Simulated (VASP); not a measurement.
# Ga (P-1) in VASP: electric field gradients with PBEsol

Aim: the electric field gradients of Ga with PBEsol.

Everything below comes from runs of VASP 6.6.1. Logs are shortened: lines on timing, memory, paths and dates and some standing lists are left out, and cuts for length are marked.

### 1 The cell of the first run

The typed cell holds 2 atoms: a = 4.231 Å, b = 4.284 Å, c = 3.330 Å, α = 89.24°, β = 91.34°, γ = 142.09°.

### 2 Electric field gradients, PBEsol (equal xy, yz and zx shear strains of +2 %)

File INCAR:

```
SYSTEM = Ga
PREC     = Accurate       ! precision mode
ENCUT    = 520            ! plane-wave cutoff, eV
EDIFF    = 1E-8           ! SCF threshold, eV
ISMEAR   = -1             ! smearing method
SIGMA    = 0.03           ! smearing width, eV
LREAL    = .False.        ! projectors in reciprocal space
LASPH    = .True.         ! aspherical terms in the spheres
NELM     = 100            ! most SCF steps
ALGO     = Normal         ! electronic algorithm
ISIF     = 2              ! what is computed and relaxed
LWAVE    = .False.        ! write WAVECAR
LCHARG   = .False.        ! write CHGCAR
GGA      = PS             ! functional
LEFG     = .True.       
NBANDS   = 20             ! bands
```

File KPOINTS:

```
regular mesh
0
Gamma
  14 14 11
  0 0 0
```

File POSCAR:

```
Ga
1.0
    1.3427350000     -4.0126700000     -0.0264350000
    1.4232650000      4.0403300000      0.0540950000
   -0.0841507000      0.0321248000      3.3287555000
Ga
2
Direct
    0.8690000000      0.1310000000      0.2500000000
    0.1310000000      0.8690000000      0.7500000000
```

Potentials or basis: VASP PAW PBE potentials, release 64 (Ga_d).

Launch:

```bash
> cat potpaw_PBE.64/Ga_d/POTCAR > POTCAR
> mpirun -np 1 vasp_std > vasp.out
```

OUTCAR:

```text
SYSTEM = Ga
   PREC = Accurate
   ENCUT = 520
   EDIFF = 1E-8
   ISMEAR = -1
   LREAL = .False.
   LASPH = .True.
   NELM = 100
   ISIF = 2
   GGA = PS

 ion  position               nearest neighbor table
   1  0.869  0.131  0.250-   2 2.66   2 2.71   2 2.84   2 2.90   2 2.91   2 2.92
   2  0.131  0.869  0.750-   1 2.66   1 2.71   1 2.84   1 2.90   1 2.91   1 2.92

  LATTYP: Found a triclinic cell.
 ALAT       =     4.2966748654
 B/A-ratio  =     0.7750118537
 C/A-ratio  =     1.3591819665
 COS(alpha) =     0.0025863312
 COS(beta)  =     0.4683718865
 COS(gamma) =     0.7652410478

  Lattice vectors:

 A1 = (  -2.6818493000,  -0.0597848000,  -3.3564155000)
 A2 = (   0.0841507000,  -0.0321248000,  -3.3287555000)
 A3 = (  -4.1892650000,  -4.0679900000,  -0.0817550000)

Analysis of symmetry for initial positions (statically):
=====================================================================
 Subroutine PRICEL returns:
 Original cell was already a primitive cell.

 Routine SETGRP: Setting up the symmetry group for a
 triclinic supercell.

 Subroutine GETGRP returns: Found  2 space group operations
 (whereof  2 operations were pure point group operations)
 out of a pool of  2 trial point group operations.

The static configuration has the point symmetry S_2 .

Analysis of symmetry for dynamics (positions and initial velocities):
=====================================================================
 Subroutine PRICEL returns:
 Original cell was already a primitive cell.

 Routine SETGRP: Setting up the symmetry group for a
 triclinic supercell.

 Subroutine GETGRP returns: Found  2 space group operations
 (whereof  2 operations were pure point group operations)
 out of a pool of  2 trial point group operations.

The dynamic configuration has the point symmetry S_2 .

 Subroutine INISYM returns: Found  2 space group operations
 (whereof  2 operations are pure point group operations),
 and found     1 'primitive' translations

----------------------------------------------------------------------------------------

                                     Primitive cell

  volume of cell :      37.0754

  direct lattice vectors                    reciprocal lattice vectors
     1.342735000 -4.012670000 -0.026435000     0.362707948 -0.127908441  0.010403636
     1.423265000  4.040330000  0.054095000     0.360248504  0.120495398  0.007944192
    -0.084150700  0.032124800  3.328755500    -0.002973922 -0.002973922  0.300366091

  length of vectors
     4.231448525  4.284025681  3.329973952     0.384741290  0.379948991  0.300395535

  position of ions in fractional coordinates (direct lattice)
     0.869000000  0.131000000  0.250000000
     0.131000000  0.869000000  0.750000000

  ion indices of the primitive-cell ions
   primitive index   ion index
                 1           1
                 2           2

----------------------------------------------------------------------------------------

 KPOINTS: regular mesh

Automatic generation of k-mesh.
 Grid dimensions read from file:
 generate k-points for:   14   14   11

 Generating k-lattice:

  Cartesian coordinates                     Fractional coordinates (reciprocal lattice)
     0.025907711 -0.009136317  0.000743117     0.071428571 -0.000000000  0.000000000
     0.025732036  0.008606814  0.000567442    -0.000000000  0.071428571  0.000000000
    -0.000270357 -0.000270357  0.027306008     0.000000000 -0.000000000  0.090909091

  Length of vectors
     0.027481521  0.027139214  0.027308685

  Shift w.r.t. Gamma in fractional coordinates (k-lattice)
     0.000000000  0.000000000  0.000000000

 Subroutine IBZKPT returns following result:
 ===========================================

 Found   1080 irreducible k-points:

 Following reciprocal coordinates:
            Coordinates               Weight
  0.000000  0.000000  0.000000      1.000000
  0.071429  0.000000  0.000000      2.000000
  0.142857  0.000000  0.000000      2.000000
  0.214286  0.000000 -0.000000      2.000000
  0.285714  0.000000  0.000000      2.000000
  0.357143  0.000000  0.000000      2.000000
[... 16 lines left out ...]
 -0.000000  0.142857  0.000000      2.000000
  0.071429  0.142857  0.000000      2.000000
 [... further k-points ...]
   k-points           NKPTS =   1080   k-points in BZ     NKDIM =   1080   number of bands    NBANDS=     20
   number of dos      NEDOS =    301   number of ions     NIONS =      2
   total plane-waves  NPLWV =  28672
   dimension x,y,z NGX =    32 NGY =   32 NGZ =   28
   dimension x,y,z NGXF=    64 NGYF=   64 NGZF=   56
   ions per type =               2
   NGX,Y,Z   is equivalent  to a cutoff of  12.57, 12.42, 13.98 a.u.
   NGXF,Y,Z  is equivalent  to a cutoff of  25.14, 24.84, 27.96 a.u.
 SYSTEM =  Ga
   PREC   = accura    normal or accurate (medium, high low for compatibility)
   ISTART =      0    job   : 0-new  1-cont  2-samecut
   ICHARG =      2    charge: 1-file 2-atom 10-const
   ISPIN  =      1    spin polarized calculation?
   LNONCOLLINEAR =      F non collinear calculations
   LSORBIT =      F    spin-orbit coupling
   LASPH  =      T    aspherical Exc in radial PAW
   ENCUT  =  520.0 eV  38.22 Ry    6.18 a.u.   7.87  7.97  6.19*2*pi/ulx,y,z
   NELM   =    100;   NELMIN=  2; NELMDL= -5     # of ELM steps
   EDIFF  = 0.1E-07   stopping-criterion for ELM
   LREAL  =      F    real-space projection
   EDIFFG = 0.1E-06   stopping-criterion for IOM
   NSW    =      0    number of steps for IOM
   IBRION =     -1    ionic relax: 0-MD 1-quasi-New 2-CG
   NFREE  =      0    steps in history (QN), initial steepest desc. (CG)
   ISIF   =      2    stress and relaxation
   ISYM   =      2    0-nonsym 1-usesym 2-fastsym
   POTIM  = 0.5000    time-step for ionic-motion
   TEBEG  =    0.0;   TEEND  =   0.0 temperature during run
   PSTRESS=    0.0 pullay stress
   NELECT =      26.0000    total number of electrons
   NUPDOWN=      -1.0000    fix difference up-down
   EMIN   =  10.00;   EMAX   =-10.00  energy-range for DOS
   EFERMI =   0.00;   METHOD = LEGACY
   ISMEAR =    -1;   SIGMA  =   0.03  broadening in eV -4-tet -1-fermi 0-gaus
   EFERMI_NEDOS =   21; number of points for ismear=-14 and -15
   IALGO  =     38    algorithm
   IMIX   =      4    mixing-type and parameters
     AMIX     =   0.40;   BMIX     =  1.00
     AMIX_MAG =   1.60;   BMIX_MAG =  1.00
  volume/ion in A,a.u.               =      18.54       125.10
  Fermi-wavevector in a.u.,A,eV,Ry     =   1.454468  2.748546 28.782805  2.115476
  Thomas-Fermi vector in A             =   2.571615
   LORBIT       =      0    0 simple, 1 ext, 2 COOP (PROOUT), +10 PAW based schemes
   GGA     = PS    functional components
   LHFCALC =     F    Hartree Fock is set to
   AEXX    =    0.0000 exact exchange contribution
   IVDW    =     0    specifies the selected vdW correction
   LEPSILON=     F    determine dielectric tensor
   LRPA    =     F    only Hartree local field effects (RPA)
 non-spin polarized calculation
  energy-cutoff  :      520.00
  volume of cell :       37.08
 maximum number of plane-waves:      1015
   NGX = 15   NGY = 15   NGZ = 13

 number of electron      26.0000007 magnetization

 Free energy of the ion-electron system (eV)
  ---------------------------------------------------
  ext. energy  EPLUGINS =         0.00000000
  ---------------------------------------------------
  free energy    TOTEN  =        -6.66949683 eV

  energy without entropy =       -6.66703267  energy(sigma->0) =       -6.66826475

 E-fermi :   5.4927     XC(G=0): -11.1984

 val. band max:        5.4876481869   @ k =   0.5000  -0.2143   0.1818
 cond. band min:       5.4929486065   @ k =   0.3571   0.0714   0.0000
 fundamental gap:      0.0053004196
 Fermi energy:         5.4927043692

 k-point     1 :       0.0000    0.0000    0.0000
  band No.  band energies     occupation
      1      -9.5966      2.00000
      2      -9.5866      2.00000
      3      -9.5496      2.00000
      4      -9.5268      2.00000
      5      -9.2503      2.00000
      6      -9.2468      2.00000
[... 12 lines left out ...]
     19      16.4380      0.00000
     20      18.5471      0.00000

 k-point     2 :       0.0714    0.0000    0.0000
  band No.  band energies     occupation
      1      -9.5922      2.00000
      2      -9.5778      2.00000
      3      -9.5381      2.00000
      4      -9.5072      2.00000
      5      -9.2595      2.00000
      6      -9.2560      2.00000
[... 12 lines left out ...]
     19      16.6675      0.00000
     20      19.1601      0.00000

 k-point     3 :       0.1429    0.0000    0.0000
  band No.  band energies     occupation
      1      -9.5802      2.00000
      2      -9.5563      2.00000
      3      -9.5062      2.00000
      4      -9.4523      2.00000
      5      -9.2862      2.00000
      6      -9.2825      2.00000
[... 12 lines left out ...]
     19      16.7312      0.00000
     20      19.8152      0.00000

 k-point     4 :       0.2143    0.0000   -0.0000
  band No.  band energies     occupation
      1      -9.5634      2.00000
      2      -9.5298      2.00000
      3      -9.4619      2.00000
      4      -9.3913      2.00000
      5      -9.3245      2.00000
      6      -9.3058      2.00000
[... 12 lines left out ...]
     19      16.8007      0.00000
     20      20.6117      0.00000

 k-point     5 :       0.2857    0.0000    0.0000
  band No.  band energies     occupation
      1      -9.5463      2.00000
      2      -9.5045      2.00000
      3      -9.4288      2.00000
      4      -9.3978      2.00000
      5      -9.3690      2.00000
      6      -9.2828      2.00000
[... 12 lines left out ...]
     19      16.9310      0.00000
     20      19.7368      0.00000
[... 353 lines left out ...]
      6      -9.2661      2.00000
[... 12 lines left out ...]
     19      16.1924      0.00000
     20      19.1620      0.00000

 k-point    22 :      -0.0714    0.0714    0.0000
  band No.  band energies     occupation
      1      -9.5920      2.00000
      2      -9.5880      2.00000
      3      -9.5560      2.00000
      4      -9.5126      2.00000
      5      -9.2617      2.00000
      6      -9.2525      2.00000
[... 12 lines left out ...]
     19      16.3267      0.00000
     20      18.0467      0.00000

 k-point    23 :      -0.0000    0.1429    0.0000
  band No.  band energies     occupation
      1      -9.5815      2.00000
      2      -9.5573      2.00000
      3      -9.5077      2.00000
      4      -9.4490      2.00000
      5      -9.2892      2.00000
      6      -9.2822      2.00000
[... 12 lines left out ...]
     19      16.8583      0.00000
     20      19.7503      0.00000

 k-point    24 :       0.0714    0.1429    0.0000
  band No.  band energies     occupation
      1      -9.5743      2.00000
      2      -9.5384      2.00000
      3      -9.4501      2.00000
      4      -9.3950      2.00000
      5      -9.3105      2.00000
      6      -9.3039      2.00000
[... 12 lines left out ...]
     19      17.4833      0.00000
     20      19.7847      0.00000

 [... further k-points ...]
[... 5 lines left out ...]
  --------------------------------------------------------------------------------------
  -------------------------------------------------------------------------------------
  Total       -0.4019782     -0.3372414     -0.4493927     -0.1453747     -0.1686672     -0.0167586
  in kB      -17.3711079    -14.5735697    -19.4200812     -6.2822317     -7.2887933     -0.7242083
  external PRESSURE =     -17.1215862 kB  Pullay stress =       0.0000000 kB

 VOLUME and BASIS-vectors are now :
 -----------------------------------------------------------------------------
  energy-cutoff  :      520.00
  volume of cell :       37.08
      direct lattice vectors                 reciprocal lattice vectors
     1.342735000 -4.012670000 -0.026435000     0.362707948 -0.127908441  0.010403636
     1.423265000  4.040330000  0.054095000     0.360248504  0.120495398  0.007944192
    -0.084150700  0.032124800  3.328755500    -0.002973922 -0.002973922  0.300366091

 POSITION                                       TOTAL-FORCE (eV/Angst)
 -----------------------------------------------------------------------------------
      1.33225     -2.94970      0.81630         0.007511      0.181221     -0.017654
      1.34960      3.00948      2.54011        -0.007511     -0.181221      0.017654
 -----------------------------------------------------------------------------------
    total drift:                                0.000000      0.000000     -0.000000

  FREE ENERGIE OF THE ION-ELECTRON SYSTEM (eV)
  ---------------------------------------------------
  free  energy   TOTEN  =        -6.6694968276 eV

  energy  without entropy=       -6.6670326710  energy(sigma->0) =       -6.66826475

 Electric field gradients (V/A^2)
---------------------------------------------------------------------
 ion       V_xx      V_yy      V_zz      V_xy      V_xz      V_yz
---------------------------------------------------------------------
   1      -6.803   -18.134    24.937     2.263    -1.788     5.062
   2      -6.803   -18.134    24.937     2.263    -1.788     5.062
---------------------------------------------------------------------

 Electric field gradients after diagonalization (V/A^2)
 (convention: |V_zz| > |V_xx| > |V_yy|)
----------------------------------------------------------------------
 ion       V_xx      V_yy      V_zz     asymmetry (V_yy - V_xx)/ V_zz
----------------------------------------------------------------------
   1     -19.208    -6.387    25.595       0.501
   2     -19.208    -6.387    25.595       0.501
----------------------------------------------------------------------

           NMR quadrupolar parameters

 Cq : quadrupolar parameter    Cq=e*Q*V_zz/h
 eta: asymmetry parameters     (V_yy - V_xx)/ V_zz
 Q  : nuclear electric quadrupole moment in mb (millibarn)
----------------------------------------------------------------------
 ion       Cq(MHz)       eta       Q (mb)
----------------------------------------------------------------------
   1       0.062       0.501       1.000
   2       0.062       0.501       1.000
----------------------------------------------------------------------
```

Wall time 5.6 min (1 thread of Intel Xeon Platinum 8488C (Sapphire Rapids), shared host); peak memory 0.69 GiB.

What came out:

```yaml
Free_energy: -6.6695 eV
Pressure: -1.7 GPa
Largest_force: 0.182 eV/Å
Band_gap_on_the_k_mesh: zero (bands 13 and 14 overlap by 7.97 eV)
Largest_electric_field_gradient_by_atom: Ga +25.6 V/Å²
```

Forces in eV/Å, atoms in the order of the input:
```
Ga   0.008  0.181 -0.018
Ga  -0.008 -0.181  0.018
```

Levels at points of the mesh, in eV from the Fermi level:
| k point | band 11 | band 12 | band 13 | band 14 | band 15 | band 16 |
| --- | --- | --- | --- | --- | --- | --- |
| (0.00, 0.00, 0.00) | -11.23 | -2.09 | -1.62 | 1.64 | 5.44 | 9.65 |
| (0.50, 0.00, 0.00) | -5.96 | -5.01 | -1.50 | -0.21 | 6.02 | 6.68 |
| (0.00, 0.50, 0.00) | -6.15 | -5.05 | -1.18 | 0.22 | 5.86 | 6.24 |
| (0.50, 0.50, 0.00) | -9.10 | -8.60 | 3.99 | 4.56 | 5.85 | 6.07 |

Electric field gradients, principal values (V/Å²):
| atom | least | middle | greatest (by size) |
| --- | --- | --- | --- |
| 1 Ga | -6.387 | -19.208 | 25.595 |
| 2 Ga | -6.387 | -19.208 | 25.595 |

Caveat: the cell differs from its parent crystal (equal xy, yz and zx shear strains of +2 %); without QUAD_EFG the Cq values of the log hold for a quadrupole moment of 1 mb, not for the nuclei; the PAW data sets were made with another functional, which shifts forces and pressure a little.
